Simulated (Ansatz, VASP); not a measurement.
# Two plane-wave programs on HfH5

```xyz
6
Lattice="3.0719 0.0000 0.0000 0.0000 3.0719 0.0000 0.0000 0.0000 5.5298" Properties=species:S:1:pos:R:3 pbc="T T T"
Hf    1.5360    1.5360    5.3824
H     0.0000    0.0000    4.7640
H     1.5360    1.5360    2.3505
H     0.0000    1.5360    1.0302
H     1.5360    0.0000    1.0302
H     1.5360    1.5360    3.1740
```

Alike in both runs: functional PBE; k mesh 12 × 12 × 8; occupations gaussian, width 0.1 eV; no spin polarisation.

Ansatz relaxed the structure, and its values are those at the end. VASP's run is a single point on that final structure, the one shown.

|  | VASP | Ansatz |
| --- | --- | --- |
| version | VASP 6.6.1 | Ansatz 0.2.0 |
| potentials or method | VASP PAW PBE potentials, release 64 (Hf_pv, H), cutoff 520 eV | scalar-relativistic, plane waves, PAW |
| valence electrons in the cell | 15 | 31 |

```csv
,VASP,Ansatz,Ansatz less VASP
gap on the k mesh at the Fermi level (eV),none,none,-
pressure (GPa),-0.4,0.0,+0.38
rms of the force components (eV/Å),0.008,0.002,-0.0056
```

A gap of «none» marks a metal or a gap that the smearing closes. VASP's potentials hold 15 valence electrons a cell and Ansatz's 31, so a difference there can come from the potentials and not from the codes.

Spin-orbit coupling is off throughout.
